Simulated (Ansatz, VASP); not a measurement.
CsH in VASP and in Ansatz

```
Cs H
1.0
     0.00000    3.18800    3.18800
     3.18800    0.00000    3.18800
     3.18800    3.18800    0.00000
Cs H
1 1
Direct
  0.02941 0.02941 0.97059
  0.50000 0.50000 0.50000
```

Change from the starting cell: all Cs atoms moved +0.188 Å, as atom 1 along Cartesian [0 0 1].

Alike in both runs: task single point; functional r2SCAN; k mesh 6 × 6 × 6; occupations gaussian, width 0.05 eV; no spin polarisation.

|  | VASP | Ansatz |
| --- | --- | --- |
| version | VASP 6.6.1 | Ansatz 0.2.0 |
| potentials or method | VASP PAW PBE potentials, release 64 (Cs_sv, H), cutoff 520 eV | scalar-relativistic, plane waves, PAW |
| valence electrons in the cell | 10 | 10 |

```tsv
	VASP	Ansatz	Ansatz less VASP
gap on the k mesh at the Fermi level (eV)	2.69	2.71	+0.017
least direct gap on the mesh (eV)	2.69	2.71	+0.017
pressure (GPa)	0.1	0.1	-0.02
traceless stress, the component that is largest in VASP (GPa)	0.25	0.25	-0.005
rms of the force components (eV/Å)	0.071	0.070	-0.0010
```

VASP's potentials were made for PBE, not for r2SCAN. Atom by atom the forces differ by 0.001 eV/Å (rms over components). With one functional, cell and mesh, what is left measures potentials, basis and numerics.

Spin-orbit coupling is off throughout.
